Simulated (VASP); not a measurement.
# B (P4_3) in VASP: notebook

The runs below take B through single point, relaxation of cell and atoms, with PBE.

Everything below comes from runs of VASP 6.6.1. Logs are shortened: lines on timing, memory, paths and dates and some standing lists are left out, and cuts for length are marked.

### 1 The cell of the first run

Symmetry: P4_3, No. 78, tetragonal system. The conventional cell has a = 4.580 Å, b = 4.580 Å, c = 3.017 Å, α = 90.00°, β = 90.00°, γ = 90.00°. Within 2.2 Å of B (site symmetry 1) lie 6 B at 1.69 to 1.88 Å. Within 2.2 Å of B (site symmetry 1) lie 6 B at 1.69 to 1.80 Å.

### 2 Single point, PBE

The input, INCAR:

```
PREC     = Accurate       # precision mode
ENCUT    = 520            # plane-wave cutoff, eV
EDIFF    = 1E-6           # SCF threshold, eV
ISMEAR   = 0              # smearing method
SIGMA    = 0.1            # smearing width, eV
LREAL    = False          # projectors in reciprocal space
LASPH    = True           # aspherical terms in the spheres
NELM     = 100            # most SCF steps
ALGO     = Normal         # electronic algorithm
ISIF     = 2              # what is computed and relaxed
LWAVE    = False          # write WAVECAR
LCHARG   = False          # write CHGCAR
GGA      = PE             # functional
NBANDS   = 22             # bands
```

The input, KPOINTS:

```
regular mesh
0
Gamma
  4 4 6
```

The input, POSCAR:

```
B
1.0
    4.5799784739      0.0000000000      0.0000000000
    0.0000000000      4.5799784739      0.0000000000
    0.0000000000      0.0000000000      3.0170528373
B
8
Direct
    0.9687081624      0.3821829409      0.2294463482
    0.0312918376      0.6178170591      0.7294463482
    0.6178170591      0.9687081624      0.9794463482
    0.3821829409      0.0312918376      0.4794463482
    0.0882126952      0.2367660102      0.7111302418
    0.9117873048      0.7632339898      0.2111302418
    0.7632339898      0.0882126952      0.4611302418
    0.2367660102      0.9117873048     -0.0388697582
```

Potentials or basis: VASP PAW PBE potentials, release 64 (B).

On the command line:

```bash
cat potpaw_PBE.64/B/POTCAR > POTCAR
mpirun -np 1 vasp_std > vasp.out
```

OUTCAR:

```text
PREC = Accurate
   ENCUT = 520
   EDIFF = 1E-6
   ISMEAR = 0
   LREAL = False
   LASPH = True
   NELM = 100
   ISIF = 2
   GGA = PE

 ion  position               nearest neighbor table
   1  0.969  0.382  0.229-   5 1.69   6 1.77   7 1.79   5 1.79   2 1.88   2 1.88
   2  0.031  0.618  0.729-   6 1.69   5 1.77   8 1.79   6 1.79   1 1.88   1 1.88
   3  0.618  0.969  0.979-   7 1.69   8 1.77   6 1.79   7 1.79   4 1.88   4 1.88
   4  0.382  0.031  0.479-   8 1.69   7 1.77   5 1.79   8 1.79   3 1.88   3 1.88
   5  0.088  0.237  0.711-   1 1.69   2 1.77   4 1.79   1 1.79   7 1.80   8 1.80
   6  0.912  0.763  0.211-   2 1.69   1 1.77   3 1.79   2 1.79   7 1.80   8 1.80
   7  0.763  0.088  0.461-   3 1.69   4 1.77   1 1.79   3 1.79   5 1.80   6 1.80
   8  0.237  0.912  0.961-   4 1.69   3 1.77   2 1.79   4 1.79   5 1.80   6 1.80

  LATTYP: Found a simple tetragonal cell.
 ALAT       =     4.5799784739
 C/A-ratio  =     0.6587482571

  Lattice vectors:

 A1 = (   4.5799784739,   0.0000000000,   0.0000000000)
 A2 = (   0.0000000000,   4.5799784739,   0.0000000000)
 A3 = (   0.0000000000,   0.0000000000,   3.0170528373)

Analysis of symmetry for initial positions (statically):
=====================================================================
 Subroutine PRICEL returns:
 Original cell was already a primitive cell.

 Routine SETGRP: Setting up the symmetry group for a
 simple tetragonal supercell.

 Subroutine GETGRP returns: Found  4 space group operations
 (whereof  1 operations were pure point group operations)
 out of a pool of 16 trial point group operations.

The static configuration has the point symmetry C_1 .
 The point group associated with its full space group is C_1 .

Analysis of symmetry for dynamics (positions and initial velocities):
=====================================================================
 Subroutine PRICEL returns:
 Original cell was already a primitive cell.

 Routine SETGRP: Setting up the symmetry group for a
 simple tetragonal supercell.

 Subroutine GETGRP returns: Found  4 space group operations
 (whereof  1 operations were pure point group operations)
 out of a pool of 16 trial point group operations.

The dynamic configuration has the point symmetry C_1 .
 The point group associated with its full space group is C_1 .

 Subroutine INISYM returns: Found  4 space group operations
 (whereof  1 operations are pure point group operations),
 and found     1 'primitive' translations

----------------------------------------------------------------------------------------

                                     Primitive cell

  volume of cell :      63.2863

  direct lattice vectors                    reciprocal lattice vectors
     4.579978474  0.000000000  0.000000000     0.218341638  0.000000000  0.000000000
     0.000000000  4.579978474  0.000000000     0.000000000  0.218341638  0.000000000
     0.000000000  0.000000000  3.017052837     0.000000000  0.000000000  0.331449283

  length of vectors
     4.579978474  4.579978474  3.017052837     0.218341638  0.218341638  0.331449283

  position of ions in fractional coordinates (direct lattice)
     0.968708162  0.382182941  0.229446348
     0.031291838  0.617817059  0.729446348
     0.617817059  0.968708162  0.979446348
     0.382182941  0.031291838  0.479446348
     0.088212695  0.236766010  0.711130242
     0.911787305  0.763233990  0.211130242
     0.763233990  0.088212695  0.461130242
     0.236766010  0.911787305  0.961130242

  ion indices of the primitive-cell ions
   primitive index   ion index
                 1           1
                 2           2
                 3           3
                 4           4
                 5           5
                 6           6
                 7           7
                 8           8

----------------------------------------------------------------------------------------

 KPOINTS: regular mesh

Automatic generation of k-mesh.
 Grid dimensions read from file:
 generate k-points for:    4    4    6

 Generating k-lattice:

  Cartesian coordinates                     Fractional coordinates (reciprocal lattice)
     0.054585409  0.000000000  0.000000000     0.250000000  0.000000000  0.000000000
     0.000000000  0.054585409  0.000000000     0.000000000  0.250000000  0.000000000
     0.000000000  0.000000000  0.055241547     0.000000000  0.000000000  0.166666667

  Length of vectors
     0.054585409  0.054585409  0.055241547

  Shift w.r.t. Gamma in fractional coordinates (k-lattice)
     0.000000000  0.000000000  0.000000000

 Subroutine IBZKPT returns following result:
 ===========================================

 Found     24 irreducible k-points:

 Following reciprocal coordinates:
            Coordinates               Weight
  0.000000  0.000000  0.000000      1.000000
  0.250000  0.000000  0.000000      4.000000
  0.500000  0.000000  0.000000      2.000000
  0.250000  0.250000  0.000000      4.000000
  0.500000  0.250000  0.000000      4.000000
  0.500000  0.500000  0.000000      1.000000
[... 16 lines left out ...]
  0.500000  0.250000  0.500000      4.000000
  0.500000  0.500000  0.500000      1.000000
   k-points           NKPTS =     24   k-points in BZ     NKDIM =     24   number of bands    NBANDS=     22
   number of dos      NEDOS =    301   number of ions     NIONS =      8
   total plane-waves  NPLWV =  31104
   dimension x,y,z NGX =    36 NGY =   36 NGZ =   24
   dimension x,y,z NGXF=    72 NGYF=   72 NGZF=   48
   ions per type =               8
   NGX,Y,Z   is equivalent  to a cutoff of  13.07, 13.07, 13.22 a.u.
   NGXF,Y,Z  is equivalent  to a cutoff of  26.13, 26.13, 26.45 a.u.
 SYSTEM =  unknown system
   PREC   = accura    normal or accurate (medium, high low for compatibility)
   ISTART =      0    job   : 0-new  1-cont  2-samecut
   ICHARG =      2    charge: 1-file 2-atom 10-const
   ISPIN  =      1    spin polarized calculation?
   LNONCOLLINEAR =      F non collinear calculations
   LSORBIT =      F    spin-orbit coupling
   LASPH  =      T    aspherical Exc in radial PAW
   ENCUT  =  520.0 eV  38.22 Ry    6.18 a.u.   8.52  8.52  5.61*2*pi/ulx,y,z
   NELM   =    100;   NELMIN=  2; NELMDL= -5     # of ELM steps
   EDIFF  = 0.1E-05   stopping-criterion for ELM
   LREAL  =      F    real-space projection
   EDIFFG = 0.1E-04   stopping-criterion for IOM
   NSW    =      0    number of steps for IOM
   IBRION =     -1    ionic relax: 0-MD 1-quasi-New 2-CG
   NFREE  =      0    steps in history (QN), initial steepest desc. (CG)
   ISIF   =      2    stress and relaxation
   ISYM   =      2    0-nonsym 1-usesym 2-fastsym
   POTIM  = 0.5000    time-step for ionic-motion
   TEBEG  =    0.0;   TEEND  =   0.0 temperature during run
   PSTRESS=    0.0 pullay stress
   NELECT =      24.0000    total number of electrons
   NUPDOWN=      -1.0000    fix difference up-down
   EMIN   =  10.00;   EMAX   =-10.00  energy-range for DOS
   EFERMI =   0.00;   METHOD = LEGACY
   ISMEAR =     0;   SIGMA  =   0.10  broadening in eV -4-tet -1-fermi 0-gaus
   EFERMI_NEDOS =   21; number of points for ismear=-14 and -15
   IALGO  =     38    algorithm
   IMIX   =      4    mixing-type and parameters
     AMIX     =   0.40;   BMIX     =  1.00
     AMIX_MAG =   1.60;   BMIX_MAG =  1.00
  volume/ion in A,a.u.               =       7.91        53.38
  Fermi-wavevector in a.u.,A,eV,Ry     =   1.184974  2.239275 19.104787  1.404162
  Thomas-Fermi vector in A             =   2.321177
   LORBIT       =      0    0 simple, 1 ext, 2 COOP (PROOUT), +10 PAW based schemes
   GGA     = PE    functional components
   LHFCALC =     F    Hartree Fock is set to
   AEXX    =    0.0000 exact exchange contribution
   IVDW    =     0    specifies the selected vdW correction
   LEPSILON=     F    determine dielectric tensor
   LRPA    =     F    only Hartree local field effects (RPA)
 non-spin polarized calculation
 Gauss-broadening in eV      SIGMA  =   0.10
  energy-cutoff  :      520.00
  volume of cell :       63.29
 maximum number of plane-waves:      1736
 NGX is ok and might be reduce to    36
   NGX = 17   NGY = 17   NGZ = 11

 number of electron      24.0000000 magnetization

 Free energy of the ion-electron system (eV)
  ---------------------------------------------------
  ext. energy  EPLUGINS =         0.00000000
  ---------------------------------------------------
  free energy    TOTEN  =       -51.09963953 eV

  energy without entropy =      -51.09718205  energy(sigma->0) =      -51.09841079

 E-fermi :   5.7071     XC(G=0): -10.9510

 val. band max:        5.7016375826   @ k =   0.0000   0.0000   0.3333
 cond. band min:       5.7104481174   @ k =   0.5000   0.5000   0.1667
 fundamental gap:      0.0088105348
 Fermi energy:         5.7071491878

 k-point     1 :       0.0000    0.0000    0.0000
  band No.  band energies     occupation
      1     -10.3560      2.00000
      2      -6.6298      2.00000
      3      -4.4641      2.00000
      4      -4.4641      2.00000
      5      -3.2884      2.00000
      6       0.5659      2.00000
[... 14 lines left out ...]
     21      14.3951      0.00000
     22      15.5414      0.00000

 k-point     2 :       0.2500    0.0000    0.0000
  band No.  band energies     occupation
      1     -10.0850      2.00000
      2      -7.4705      2.00000
      3      -4.8151      2.00000
      4      -4.2901      2.00000
      5      -1.6661      2.00000
      6      -0.0829      2.00000
[... 14 lines left out ...]
     21      14.2121      0.00000
     22      14.6059      0.00000

 k-point     3 :       0.5000    0.0000    0.0000
  band No.  band energies     occupation
      1      -9.6205      2.00000
      2      -8.3712      2.00000
      3      -4.8591      2.00000
      4      -4.0745      2.00000
      5      -0.8884      2.00000
      6      -0.1495      2.00000
[... 14 lines left out ...]
     21      13.8770      0.00000
     22      13.9394      0.00000

 k-point     4 :       0.2500    0.2500    0.0000
  band No.  band energies     occupation
      1      -9.8028      2.00000
      2      -7.6464      2.00000
      3      -6.3118      2.00000
      4      -2.5479      2.00000
      5      -1.5912      2.00000
      6      -0.5503      2.00000
[... 14 lines left out ...]
     21      13.5243      0.00000
     22      14.9954      0.00000

 k-point     5 :       0.5000    0.2500    0.0000
  band No.  band energies     occupation
      1      -9.2902      2.00000
      2      -8.2927      2.00000
      3      -6.6864      2.00000
      4      -2.1807      2.00000
      5      -1.7176      2.00000
      6       0.6328      2.00000
[... 417 lines left out ...]
 k-point    22 :       0.2500    0.2500    0.5000
  band No.  band energies     occupation
      1      -6.8187      2.00000
      2      -6.8187      2.00000
      3      -4.9290      2.00000
      4      -4.9290      2.00000
      5      -3.1797      2.00000
      6      -3.1797      2.00000
[... 14 lines left out ...]
     21      15.7537      0.00000
     22      15.7537      0.00000

 k-point    23 :       0.5000    0.2500    0.5000
  band No.  band energies     occupation
      1      -6.3802      2.00000
      2      -6.3802      2.00000
      3      -5.4013      2.00000
      4      -5.4013      2.00000
      5      -3.5928      2.00000
      6      -3.5928      2.00000
[... 14 lines left out ...]
     21      15.2653      0.00000
     22      15.2653      0.00000

 k-point    24 :       0.5000    0.5000    0.5000
  band No.  band energies     occupation
      1      -5.8621      2.00000
      2      -5.8621      2.00000
      3      -5.4044      2.00000
      4      -5.4044      2.00000
      5      -4.5839      2.00000
      6      -4.5839      2.00000
[... 14 lines left out ...]
     21      14.3624      0.00000
     22      14.3624      0.00000

------------------------ aborting loop because EDIFF is reached ----------------------------------------

  FORCE on cell =-STRESS in cart. coord.  units (eV):
  Direction    XX          YY          ZZ          XY          YZ          ZX
  --------------------------------------------------------------------------------------
  -------------------------------------------------------------------------------------
  Total        0.1425975      0.1425975      0.1527446      0.0000002      0.0000000      0.0000000
  in kB        3.6100461      3.6100461      3.8669335      0.0000044      0.0000000      0.0000000
  external PRESSURE =       3.6956753 kB  Pullay stress =       0.0000000 kB

 VOLUME and BASIS-vectors are now :
 -----------------------------------------------------------------------------
  energy-cutoff  :      520.00
  volume of cell :       63.29
      direct lattice vectors                 reciprocal lattice vectors
     4.579978474  0.000000000  0.000000000     0.218341638  0.000000000  0.000000000
     0.000000000  4.579978474  0.000000000     0.000000000  0.218341638  0.000000000
     0.000000000  0.000000000  3.017052837     0.000000000  0.000000000  0.331449283

 POSITION                                       TOTAL-FORCE (eV/Angst)
 -----------------------------------------------------------------------------------
      4.43666      1.75039      0.69225        -0.002291      0.014245     -0.008080
      0.14332      2.82959      2.20078         0.002291     -0.014245     -0.008080
      2.82959      4.43666      2.95504        -0.014245     -0.002291     -0.008080
      1.75039      0.14332      1.44651         0.014245      0.002291     -0.008080
      0.40401      1.08438      2.14552        -0.005100     -0.000431      0.008080
      4.17597      3.49560      0.63699         0.005100      0.000431      0.008080
      3.49560      0.40401      1.39125         0.000431     -0.005100      0.008080
      1.08438      4.17597      2.89978        -0.000431      0.005100      0.008080
 -----------------------------------------------------------------------------------
    total drift:                                0.000000     -0.000000      0.000014

  FREE ENERGIE OF THE ION-ELECTRON SYSTEM (eV)
  ---------------------------------------------------
  free  energy   TOTEN  =       -51.0996395339 eV

  energy  without entropy=      -51.0971820476  energy(sigma->0) =      -51.09841079
```

Wall time 24 s (1 thread of Intel Xeon Platinum 8259CL at 2.50GHz (Skylake/Cascade Lake), shared host); peak memory 0.17 GiB.

What came out:

| Property | Result |
| --- | --- |
| Free energy | -51.0996 eV |
| Pressure | 0.4 GPa |
| Largest force | 0.017 eV/Å |
| Band gap on the k mesh | zero (band 12 reaches 5.71 eV, above the bottom of band 13 at 5.70 eV) |

Forces on the atoms (eV/Å):
```
B   -0.002  0.014 -0.008
B    0.002 -0.014 -0.008
B   -0.014 -0.002 -0.008
B    0.014  0.002 -0.008
B   -0.005  0.000  0.008
B    0.005  0.000  0.008
B    0.000 -0.005  0.008
B    0.000  0.005  0.008
```

Levels at points of the mesh, in eV from the Fermi level:
| k point | band 8 | band 9 | band 10 | band 11 | band 12 | band 13 | band 14 | band 15 | band 16 | band 17 |
| --- | --- | --- | --- | --- | --- | --- | --- | --- | --- | --- |
| (0.00, 0.00, 0.00) | -4.20 | -3.46 | -3.46 | -0.86 | -0.40 | 2.24 | 3.07 | 3.07 | 3.81 | 4.34 |
| (0.50, 0.00, 0.00) | -4.87 | -3.45 | -3.31 | -1.39 | -0.40 | 2.36 | 3.09 | 3.51 | 3.61 | 4.50 |
| (0.50, 0.50, 0.00) | -4.61 | -3.86 | -2.45 | -1.63 | -1.63 | 1.06 | 2.48 | 2.48 | 3.13 | 3.81 |
| (0.00, 0.00, 0.50) | -6.73 | -5.10 | -5.10 | -1.57 | -1.57 | 0.70 | 0.70 | 2.30 | 2.30 | 7.09 |
| (0.50, 0.00, 0.50) | -6.18 | -3.46 | -3.46 | -2.92 | -2.92 | 0.84 | 0.84 | 3.96 | 3.96 | 6.28 |
| (0.50, 0.50, 0.50) | -4.89 | -3.82 | -3.82 | -1.81 | -1.81 | 2.30 | 2.30 | 3.26 | 3.26 | 5.52 |

### 3 Relaxation of cell and atoms, PBE

This run uses another cell than the first one, of 7.16 Å³/atom, 0.905 times its volume.

The input, INCAR:

```
SYSTEM = B
  PREC = Accurate
  ENCUT = 600
  EDIFF = 1E-7
  ISMEAR = 0
  SIGMA = 0.1
  LREAL = .False.
  LASPH = .True.
  NELM = 100
  ALGO = Normal
  ISIF = 3
  LWAVE = .False.
  LCHARG = .False.
  GGA = PE
  IBRION = 2
  NSW = 90
  EDIFFG = -0.04
```

The input, KPOINTS:

```
Automatic mesh
0
Gamma
  4 4 6
  0 0 0
```

The input, POSCAR:

```
B
1.0
    4.3928394800      0.0000000000      0.0000000000
    0.0000000000      4.3928394800      0.0000000000
    0.0000000000      0.0000000000      2.9666095200
B
8
Direct
    0.9304124400      0.4206246800      0.1610747100
    0.0695875600      0.5793753200      0.6610747100
    0.5793753200      0.9304124400      0.9110747100
    0.4206246800      0.0695875600      0.4110747100
    0.1368851100      0.2049938400      0.7795018800
    0.8631148900      0.7950061600      0.2795018800
    0.7950061600      0.1368851100      0.5295018800
    0.2049938400      0.8631148900      0.0295018800
```

Potentials or basis: VASP PAW PBE potentials, release 64 (B).

On the command line:

```bash
cat potpaw_PBE.64/B/POTCAR > POTCAR
mpirun -np 1 vasp_std > vasp.out
```

Wall time 3.5 min (1 thread of Intel Xeon Platinum 8259CL at 2.50GHz (Skylake/Cascade Lake), shared host); peak memory 0.17 GiB.

Results (log left out):

```
Free energy                            : -51.1017 eV
Relaxed volume                         : 7.92 Å³/atom
Relaxed cell                           : a = 4.582 Å, b = 4.582 Å, c = 3.019 Å, α = 90.00°, β = 90.00°, γ = 90.00°
Space group after relaxing (to 0.05 Å) : P4_3 (No. 78)
Energy gained by relaxing              : 618.1 meV/atom
Ionic steps                            : 17
Pressure after relaxing                : -0.1 GPa
Largest force after relaxing           : 0.036 eV/Å
Band gap on the k mesh                 : zero (band 12 reaches 5.70 eV, above the bottom of band 13 at 5.68 eV)
```

Forces on the atoms (eV/Å):
```
B    0.013 -0.017  0.029
B   -0.013  0.017  0.029
B    0.017  0.013  0.029
B   -0.017 -0.013  0.029
B    0.010 -0.002 -0.029
B   -0.010  0.002 -0.029
B    0.002  0.010 -0.029
B   -0.002 -0.010 -0.029
```

Stress tensor (GPa, compression positive):
```
 0.10  0.00  0.00
 0.00  0.10  0.00
 0.00  0.00 -0.36
```

The path:
| step | energy change (eV) | largest force (eV/Å) | pressure (GPa) | volume (Å³) |
| --- | --- | --- | --- | --- |
| 1 | 0.0000 | 3.1024 | 23.83 | 57.25 |
| 2 | -2.2644 | 2.0745 | -9.25 | 66.52 |
| 3 | -2.3303 | 2.1423 | -12.86 | 68.23 |
| 4 | -3.9225 | 1.2548 | -13.15 | 67.55 |
| 5 | -3.9318 | 1.2933 | -12.77 | 67.49 |
| 6 | -4.4900 | 1.0009 | 8.81 | 60.75 |
| 7 | -4.4903 | 1.0044 | 8.42 | 60.85 |
| 8 | -4.7708 | 0.8144 | 5.74 | 61.44 |
| 9 | -4.7735 | 0.6671 | 5.91 | 61.39 |
| 10 | -4.8988 | 0.3949 | -3.09 | 64.18 |
| 11 | -4.8988 | 0.3932 | -3.18 | 64.21 |
| 12 | -4.9319 | 0.2560 | -0.03 | 63.63 |
| 13 | -4.9341 | 0.1957 | -0.70 | 63.74 |
| 14 | -4.9434 | 0.0647 | 0.36 | 63.32 |
| 15 | -4.9436 | 0.0760 | 0.51 | 63.26 |
| 16 | -4.9448 | 0.0403 | -0.17 | 63.41 |
| 17 | -4.9449 | 0.0359 | -0.06 | 63.39 |

Final structure:
```
B
1.0
     4.58197    0.00000    0.00000
     0.00000    4.58197    0.00000
     0.00000    0.00000    3.01932
B
8
Direct
  0.96808 0.38242 0.22908
  0.03192 0.61758 0.72908
  0.61758 0.96808 0.97908
  0.38242 0.03192 0.47908
  0.08777 0.23673 0.71149
  0.91223 0.76327 0.21149
  0.76327 0.08777 0.46149
  0.23673 0.91223 0.96150
```

Levels at points of the mesh, in eV from the Fermi level:
```
           k point  band 9  band 10  band 11  band 12  band 13  band 14  band 15  band 16
(0.00, 0.00, 0.00)   -3.45    -3.45    -0.86    -0.38     2.24     3.06     3.06     3.81
(0.50, 0.00, 0.00)   -3.46    -3.30    -1.39    -0.39     2.36     3.08     3.51     3.59
(0.50, 0.50, 0.00)   -3.87    -2.46    -1.63    -1.63     1.05     2.48     2.48     3.14
(0.00, 0.00, 0.50)   -5.10    -5.10    -1.56    -1.56     0.69     0.69     2.27     2.27
(0.50, 0.00, 0.50)   -3.45    -3.45    -2.92    -2.92     0.84     0.84     3.96     3.96
(0.50, 0.50, 0.50)   -3.81    -3.81    -1.82    -1.82     2.29     2.29     3.24     3.24
```

(Continued in part 2 of 2.)
